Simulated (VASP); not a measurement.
# LiO3 (ReO3 type) (Pm-3m) in VASP: a series of runs

LiO3 (ReO3 type) is run at these levels: PBE; tasks: single point.

Program: VASP 6.6.1. These are calculated values, not measurements. Logs are shortened: lines on timing, memory, paths and dates and some standing lists are left out, and cuts for length are marked.

**1. The cell of the first run**

Symmetry: Pm-3m, No. 221, cubic system. The conventional cell has a = 3.536 Å, b = 3.536 Å, c = 3.536 Å, α = 90.00°, β = 90.00°, γ = 90.00°. Within 2.3 Å of Li (site symmetry m-3m) lie 6 O at 1.77 Å. Within 2.3 Å of O (site symmetry 4/mmm) lie 2 Li at 1.77 Å.

**2. Single point, PBE**

Contents of INCAR:

```
  ALGO = Normal
  EDIFF = 1E-6
  ENCUT = 520
  GGA = PE
  ISIF = 2
  ISMEAR = -1
  LASPH = T
  LCHARG = T
  LELF = T
  LREAL = F
  LVHAR = T
  LWAVE = F
  NBANDS = 18
  NELM = 100
  PREC = Accurate
  SIGMA = 0.06122561905347299
```

Contents of KPOINTS:

```
k-points
0
Gamma
  15 15 15
```

Contents of POSCAR:

```
LiO3
1.0
    3.5363096498      0.0000000000      0.0000000000
    0.0000000000      3.5363096498      0.0000000000
    0.0000000000      0.0000000000      3.5363096498
Li O
1 3
Direct
    0.0000000000      0.0000000000      0.0000000000
    0.5000000000      0.0000000000      0.0000000000
    0.0000000000      0.5000000000      0.0000000000
    0.0000000000      0.0000000000      0.5000000000
```

Potentials or basis: VASP PAW PBE potentials, release 64 (Li_sv, O).

Run with:

```console
$ cat potpaw_PBE.64/Li_sv/POTCAR potpaw_PBE.64/O/POTCAR > POTCAR
$ mpirun -np 1 vasp_std > vasp.out
```

OUTCAR:

```text
EDIFF = 1E-6
   ENCUT = 520
   GGA = PE
   ISIF = 2
   ISMEAR = -1
   LASPH = T
   LREAL = F
   NELM = 100
   PREC = Accurate

 ion  position               nearest neighbor table
   1  0.000  0.000  0.000-   2 1.77   3 1.77   4 1.77   4 1.77   3 1.77   2 1.77
   2  0.500  0.000  0.000-   1 1.77   1 1.77
   3  0.000  0.500  0.000-   1 1.77   1 1.77
   4  0.000  0.000  0.500-   1 1.77   1 1.77

  LATTYP: Found a simple cubic cell.
 ALAT       =     3.5363096498

  Lattice vectors:

 A1 = (   3.5363096498,   0.0000000000,   0.0000000000)
 A2 = (   0.0000000000,   3.5363096498,   0.0000000000)
 A3 = (   0.0000000000,   0.0000000000,   3.5363096498)

Analysis of symmetry for initial positions (statically):
=====================================================================
 Subroutine PRICEL returns:
 Original cell was already a primitive cell.

 Routine SETGRP: Setting up the symmetry group for a
 simple cubic supercell.

 Subroutine GETGRP returns: Found 48 space group operations
 (whereof 48 operations were pure point group operations)
 out of a pool of 48 trial point group operations.

The static configuration has the point symmetry O_h .

Analysis of symmetry for dynamics (positions and initial velocities):
=====================================================================
 Subroutine PRICEL returns:
 Original cell was already a primitive cell.

 Routine SETGRP: Setting up the symmetry group for a
 simple cubic supercell.

 Subroutine GETGRP returns: Found 48 space group operations
 (whereof 48 operations were pure point group operations)
 out of a pool of 48 trial point group operations.

The dynamic configuration has the point symmetry O_h .

 Subroutine INISYM returns: Found 48 space group operations
 (whereof 48 operations are pure point group operations),
 and found     1 'primitive' translations

----------------------------------------------------------------------------------------

                                     Primitive cell

  volume of cell :      44.2233

  direct lattice vectors                    reciprocal lattice vectors
     3.536309650  0.000000000  0.000000000     0.282780667  0.000000000  0.000000000
     0.000000000  3.536309650  0.000000000     0.000000000  0.282780667  0.000000000
     0.000000000  0.000000000  3.536309650     0.000000000  0.000000000  0.282780667

  length of vectors
     3.536309650  3.536309650  3.536309650     0.282780667  0.282780667  0.282780667

  position of ions in fractional coordinates (direct lattice)
     0.000000000  0.000000000  0.000000000
     0.500000000  0.000000000  0.000000000
     0.000000000  0.500000000  0.000000000
     0.000000000  0.000000000  0.500000000

  ion indices of the primitive-cell ions
   primitive index   ion index
                 1           1
                 2           2
                 3           3
                 4           4

----------------------------------------------------------------------------------------

 KPOINTS: k-points

Automatic generation of k-mesh.
 Grid dimensions read from file:
 generate k-points for:   15   15   15

 Generating k-lattice:

  Cartesian coordinates                     Fractional coordinates (reciprocal lattice)
     0.018852044  0.000000000  0.000000000     0.066666667  0.000000000  0.000000000
     0.000000000  0.018852044  0.000000000     0.000000000  0.066666667  0.000000000
     0.000000000  0.000000000  0.018852044     0.000000000  0.000000000  0.066666667

  Length of vectors
     0.018852044  0.018852044  0.018852044

  Shift w.r.t. Gamma in fractional coordinates (k-lattice)
     0.000000000  0.000000000  0.000000000

 Subroutine IBZKPT returns following result:
 ===========================================

 Found    120 irreducible k-points:

 Following reciprocal coordinates:
            Coordinates               Weight
  0.000000  0.000000  0.000000      1.000000
  0.066667  0.000000  0.000000      6.000000
  0.133333  0.000000  0.000000      6.000000
  0.200000  0.000000  0.000000      6.000000
  0.266667  0.000000  0.000000      6.000000
  0.333333  0.000000  0.000000      6.000000
[... 16 lines left out ...]
  0.266667  0.200000  0.000000     24.000000
  0.333333  0.200000  0.000000     24.000000
 [... further k-points ...]
   k-points           NKPTS =    120   k-points in BZ     NKDIM =    120   number of bands    NBANDS=     18
   number of dos      NEDOS =    301   number of ions     NIONS =      4
   total plane-waves  NPLWV =  21952
   dimension x,y,z NGX =    28 NGY =   28 NGZ =   28
   dimension x,y,z NGXF=    56 NGYF=   56 NGZF=   56
   ions per type =               1   3
   NGX,Y,Z   is equivalent  to a cutoff of  13.16, 13.16, 13.16 a.u.
   NGXF,Y,Z  is equivalent  to a cutoff of  26.33, 26.33, 26.33 a.u.
 SYSTEM =  unknown system
   PREC   = accura    normal or accurate (medium, high low for compatibility)
   ISTART =      0    job   : 0-new  1-cont  2-samecut
   ICHARG =      2    charge: 1-file 2-atom 10-const
   ISPIN  =      1    spin polarized calculation?
   LNONCOLLINEAR =      F non collinear calculations
   LSORBIT =      F    spin-orbit coupling
   LASPH  =      T    aspherical Exc in radial PAW
   ENCUT  =  520.0 eV  38.22 Ry    6.18 a.u.   6.58  6.58  6.58*2*pi/ulx,y,z
   NELM   =    100;   NELMIN=  2; NELMDL= -5     # of ELM steps
   EDIFF  = 0.1E-05   stopping-criterion for ELM
   LREAL  =      F    real-space projection
   EDIFFG = 0.1E-04   stopping-criterion for IOM
   NSW    =      0    number of steps for IOM
   IBRION =     -1    ionic relax: 0-MD 1-quasi-New 2-CG
   NFREE  =      0    steps in history (QN), initial steepest desc. (CG)
   ISIF   =      2    stress and relaxation
   ISYM   =      2    0-nonsym 1-usesym 2-fastsym
   POTIM  = 0.5000    time-step for ionic-motion
   TEBEG  =    0.0;   TEEND  =   0.0 temperature during run
   PSTRESS=    0.0 pullay stress
   NELECT =      21.0000    total number of electrons
   NUPDOWN=      -1.0000    fix difference up-down
   EMIN   =  10.00;   EMAX   =-10.00  energy-range for DOS
   EFERMI =   0.00;   METHOD = LEGACY
   ISMEAR =    -1;   SIGMA  =   0.06  broadening in eV -4-tet -1-fermi 0-gaus
   EFERMI_NEDOS =   21; number of points for ismear=-14 and -15
   IALGO  =     38    algorithm
   IMIX   =      4    mixing-type and parameters
     AMIX     =   0.40;   BMIX     =  1.00
     AMIX_MAG =   1.60;   BMIX_MAG =  1.00
  volume/ion in A,a.u.               =      11.06        74.61
  Fermi-wavevector in a.u.,A,eV,Ry     =   1.277216  2.413588 22.194917  1.631280
  Thomas-Fermi vector in A             =   2.409828
   LORBIT       =      0    0 simple, 1 ext, 2 COOP (PROOUT), +10 PAW based schemes
   GGA     = PE    functional components
   LHFCALC =     F    Hartree Fock is set to
   AEXX    =    0.0000 exact exchange contribution
   IVDW    =     0    specifies the selected vdW correction
   LEPSILON=     F    determine dielectric tensor
   LRPA    =     F    only Hartree local field effects (RPA)
 non-spin polarized calculation
  energy-cutoff  :      520.00
  volume of cell :       44.22
 maximum number of plane-waves:      1213
 NGX is ok and might be reduce to    28
   NGX = 13   NGY = 13   NGZ = 13

 number of electron      21.0000022 magnetization

 Free energy of the ion-electron system (eV)
  ---------------------------------------------------
  ext. energy  EPLUGINS =         0.00000000
  ---------------------------------------------------
  free energy    TOTEN  =       -12.30555835 eV

  energy without entropy =      -12.23541389  energy(sigma->0) =      -12.27048612

 E-fermi :  -1.9091     XC(G=0):  -9.1842

 val. band max:       -1.9100052101   @ k =   0.4667   0.1333   0.0667
 cond. band min:      -1.9090161881   @ k =   0.3333   0.2667   0.0000
 fundamental gap:      0.0009890220
 Fermi energy:        -1.9090593055

 k-point     1 :       0.0000    0.0000    0.0000
  band No.  band energies     occupation
      1     -42.8625      2.00000
      2     -19.3700      2.00000
      3     -17.2521      2.00000
      4     -17.2521      2.00000
      5      -5.4481      2.00000
      6      -5.4481      2.00000
[... 10 lines left out ...]
     17      18.5971      0.00000
     18      18.6316      0.00000

 k-point     2 :       0.0667    0.0000    0.0000
  band No.  band energies     occupation
      1     -42.8622      2.00000
      2     -19.3538      2.00000
      3     -17.2840      2.00000
      4     -17.2504      2.00000
      5      -5.4269      2.00000
      6      -5.4269      2.00000
[... 10 lines left out ...]
     17      18.4259      0.00000
     18      18.4270      0.00000

 k-point     3 :       0.1333    0.0000    0.0000
  band No.  band energies     occupation
      1     -42.8615      2.00000
      2     -19.3061      2.00000
      3     -17.3761      2.00000
      4     -17.2453      2.00000
      5      -5.3647      2.00000
      6      -5.3647      2.00000
[... 10 lines left out ...]
     17      18.1728      0.00000
     18      18.1738      0.00000

 k-point     4 :       0.2000    0.0000    0.0000
  band No.  band energies     occupation
      1     -42.8604      2.00000
      2     -19.2277      2.00000
      3     -17.5185      2.00000
      4     -17.2379      2.00000
      5      -5.2668      2.00000
      6      -5.2668      2.00000
[... 10 lines left out ...]
     17      17.9240      0.00000
     18      17.9240      0.00000

 k-point     5 :       0.2667    0.0000    0.0000
  band No.  band energies     occupation
      1     -42.8593      2.00000
      2     -19.1209      2.00000
      3     -17.6973      2.00000
      4     -17.2297      2.00000
      5      -5.1429      2.00000
      6      -5.1429      2.00000
[... 10 lines left out ...]
     17      17.7050      0.00000
     18      17.7050      0.00000

 k-point     6 :       0.3333    0.0000    0.0000
  band No.  band energies     occupation
      1     -42.8581      2.00000
      2     -18.9897      2.00000
      3     -17.8954      2.00000
      4     -17.2214      2.00000
      5      -5.0089      2.00000
      6      -5.0089      2.00000
[... 10 lines left out ...]
     17      17.5314      0.00000
     18      17.5314      0.00000

 k-point     7 :       0.4000    0.0000    0.0000
  band No.  band energies     occupation
      1     -42.8572      2.00000
      2     -18.8446      2.00000
      3     -18.0916      2.00000
      4     -17.2151      2.00000
      5      -4.8896      2.00000
      6      -4.8896      2.00000
[... 10 lines left out ...]
     17      17.4116      0.00000
     18      17.6131      0.00000

 k-point     8 :       0.4667    0.0000    0.0000
  band No.  band energies     occupation
      1     -42.8567      2.00000
      2     -18.7206      2.00000
      3     -18.2431      2.00000
      4     -17.2116      2.00000
      5      -4.8169      2.00000
      6      -4.8169      2.00000
[... 10 lines left out ...]
     17      17.3504      0.00000
     18      17.8348      0.00000
[... 229 lines left out ...]
     17      17.4258      0.00000
     18      17.6782      0.00000

 k-point    20 :       0.4000    0.1333    0.0000
  band No.  band energies     occupation
      1     -42.8562      2.00000
      2     -18.7962      2.00000
      3     -18.0822      2.00000
      4     -17.3022      2.00000
      5      -4.8524      2.00000
      6      -4.7986      2.00000
[... 10 lines left out ...]
     17      17.3294      0.00000
     18      17.9185      0.00000

 k-point    21 :       0.4667    0.1333    0.0000
  band No.  band energies     occupation
      1     -42.8557      2.00000
      2     -18.6743      2.00000
      3     -18.2295      2.00000
      4     -17.2988      2.00000
      5      -4.7458      2.00000
      6      -4.7239      2.00000
[... 10 lines left out ...]
     17      17.2798      0.00000
     18      18.1150      0.00000

 k-point    22 :       0.2000    0.2000    0.0000
  band No.  band energies     occupation
      1     -42.8584      2.00000
      2     -19.0953      2.00000
      3     -17.6048      2.00000
      4     -17.3744      2.00000
      5      -5.2098      2.00000
      6      -5.0818      2.00000
[... 10 lines left out ...]
     17      17.4237      0.00000
     18      17.5792      0.00000

 k-point    23 :       0.2667    0.2000    0.0000
  band No.  band energies     occupation
      1     -42.8572      2.00000
      2     -18.9956      2.00000
      3     -17.7320      2.00000
      4     -17.3989      2.00000
      5      -5.1130      2.00000
      6      -4.9543      2.00000
[... 10 lines left out ...]
     17      17.4370      0.00000
     18      17.4554      0.00000

 k-point    24 :       0.3333    0.2000    0.0000
  band No.  band energies     occupation
      1     -42.8561      2.00000
      2     -18.8733      2.00000
      3     -17.8986      2.00000
      4     -17.4032      2.00000
      5      -4.9786      2.00000
      6      -4.8152      2.00000
[... 10 lines left out ...]
     17      17.3216      0.00000
     18      17.5930      0.00000

 [... further k-points ...]
[... 5 lines left out ...]
  --------------------------------------------------------------------------------------
  -------------------------------------------------------------------------------------
  Total        0.7200901      0.7200901      0.7200901     -0.0000000     -0.0000000     -0.0000000
  in kB       26.0883462     26.0883462     26.0883462     -0.0000000     -0.0000000     -0.0000000
  external PRESSURE =      26.0883462 kB  Pullay stress =       0.0000000 kB

 VOLUME and BASIS-vectors are now :
 -----------------------------------------------------------------------------
  energy-cutoff  :      520.00
  volume of cell :       44.22
      direct lattice vectors                 reciprocal lattice vectors
     3.536309650  0.000000000  0.000000000     0.282780667  0.000000000  0.000000000
     0.000000000  3.536309650  0.000000000     0.000000000  0.282780667  0.000000000
     0.000000000  0.000000000  3.536309650     0.000000000  0.000000000  0.282780667

 POSITION                                       TOTAL-FORCE (eV/Angst)
 -----------------------------------------------------------------------------------
      0.00000      0.00000      0.00000         0.000000      0.000000      0.000000
      1.76815      0.00000      0.00000         0.000000      0.000000      0.000000
      0.00000      1.76815      0.00000         0.000000      0.000000      0.000000
      0.00000      0.00000      1.76815         0.000000      0.000000      0.000000
 -----------------------------------------------------------------------------------
    total drift:                                0.000000      0.000000     -0.000000

  FREE ENERGIE OF THE ION-ELECTRON SYSTEM (eV)
  ---------------------------------------------------
  free  energy   TOTEN  =       -12.3055583455 eV

  energy  without entropy=      -12.2354138864  energy(sigma->0) =      -12.27048612
```

It took 1.8 min on 1 thread of Intel Xeon 8259CL, shared host; peak memory 0.2 GiB.

What came out:

| Item | Value |
| --- | --- |
| Free energy | -12.3056 eV |
| Band gap on the k mesh | zero (an odd number of electrons rules out a gap without spin polarisation) |

Caveat: the cutoff is under 1.25 times the usual one of these potentials, so pressure, stress and relaxed cells hold a basis-set (Pulay) error; an odd number of electrons without spin polarisation forces a metal; a magnetic or distorted state may lie lower.

**3. Single point, PBE**

Contents of INCAR:

```
SYSTEM = LiO3
ALGO = Normal ; EDIFF = 1E-6
ENCUT = 520 ; GGA = PE
ISIF = 2 ; ISMEAR = -1
LASPH = .True. ; LCHARG = .False.
LREAL = .False. ; LWAVE = .False.
NBANDS = 18 ; NELM = 80
PREC = Accurate ; SIGMA = 0.06122561905347299
```

Contents of KPOINTS:

```
k-points
0
Gamma
  15 15 15
  0 0 0
```

POSCAR is that of step 2.

Potentials or basis: VASP PAW PBE potentials, release 64 (Li_sv, O).

Run with:

```console
$ cat potpaw_PBE.64/Li_sv/POTCAR potpaw_PBE.64/O/POTCAR > POTCAR
$ mpirun -np 1 vasp_std > vasp.out
```

Run time: 2.1 min. Hardware: 1 thread of Intel Xeon 8259CL, shared host; peak memory 0.2 GiB.

It converged, with:

| Item | Value |
| --- | --- |
| Free energy | -12.3056 eV |
| Band gap on the k mesh | zero (an odd number of electrons rules out a gap without spin polarisation) |

Levels at points of the mesh, in eV from the Fermi level:
```tsv
k point	band 9	band 10	band 11	band 12	band 13	band 14
(0.00, 0.00, 0.00)	-0.24	-0.24	0.45	0.45	0.45	9.64
```

Caveat: the cutoff is under 1.25 times the usual one of these potentials, so pressure, stress and relaxed cells hold a basis-set (Pulay) error; an odd number of electrons without spin polarisation forces a metal; a magnetic or distorted state may lie lower.

(Part 1 of 2 ends here.)
